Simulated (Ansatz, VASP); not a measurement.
**BeS: VASP beside Ansatz**

File POSCAR:

```
BeS
1.0
    0.0000000000      2.4829923550      2.3957901011
    2.4829923550      0.0000000000      2.3957901011
    2.4829923550      2.4829923550      0.0000000000
Be S
1 1
Direct
    0.0000000000      0.0000000000      0.0000000000
    0.2500000000      0.2500000000      0.2500000000
```

File INCAR.step1:

```
SYSTEM = BeS
PREC = Accurate ; ENCUT = 520
ISMEAR = 0 ; SIGMA = 0.01
LREAL = .FALSE. ; LASPH = .TRUE.
NELM = 60 ; NBANDS = 11
GGA = PE ; ALGO = Normal
EDIFF = 1E-4 ; LWAVE = .TRUE.
LCHARG = .FALSE.
```

Contents of INCAR.step2:

```
SYSTEM = BeS
PREC = Accurate ; ENCUT = 520
EDIFF = 1E-7 ; ISMEAR = 0
SIGMA = 0.01 ; LREAL = .FALSE.
LASPH = .TRUE. ; NELM = 60
ALGO = Normal ; ISIF = 2
LWAVE = .FALSE. ; LCHARG = .FALSE.
METAGGA = R2SCAN ; LMIXTAU = .TRUE.
NBANDS = 11 ; ISTART = 1
```

KPOINTS

```
Automatic mesh
0
G
  10 10 10
  0 0 0
```

Input for Ansatz:

```yaml
crystal:
  lattice:
    - [0.0, 2.482992355, 2.3957901011]
    - [2.482992355, 0.0, 2.3957901011]
    - [2.482992355, 2.482992355, 0.0]
  atoms:
    - { symbol: Be, position: [0.0, 0.0, 0.0] }
    - { symbol: S, position: [0.25, 0.25, 0.25] }
kpoints:
  mp_grid: { grid: [10, 10, 10] }
  band_path:
    path:
      - [0.0, 0.0, 0.0]
      - [-0.5, -0.5, 0.0]
      - [-0.375, -0.375, 0.25]
      - [-0.375, 0.0, 0.375]
      - [0.0, 0.0, 0.5]
      - [-0.5, -0.25, 0.25]
      - [-0.0375, 0.0, 0.0375]
    npoints: 1
hamiltonian:
  xc: r2scan
scf:
  occupations: { method: fixed }
  n_extra_bands: 4
output:
  forces: true
  stress: true
  eigenvalues: true
  write_density: true
  write_potential: true
  elf: true
  volumetric_format: npy
```

Change from the starting cell: epitaxial_xy strain +2.0%.

Alike in both runs: task single point; functional r2SCAN; k mesh 10 × 10 × 10; no spin polarisation.

|  | VASP | Ansatz |
| --- | --- | --- |
| version | VASP 6.6.1 | Ansatz 0.2.0 |
| potentials or method | VASP PAW PBE potentials, release 64 (Be, S) | plane waves, PAW |
| plane-wave cutoff (eV) | 520 | 500 |
| occupations | gaussian, width 0.01 eV | fixed |
| valence electrons in the cell | 8 | 8 |

```tsv
	VASP	Ansatz	Ansatz less VASP
gap on the k mesh at the Fermi level (eV)	3.35	3.34	-0.010
pressure (GPa)	-2.0	-2.2	-0.25
traceless stress, the component that is largest in VASP (GPa)	2.19	2.22	+0.032
```

VASP's potentials were made for PBE, not for r2SCAN.
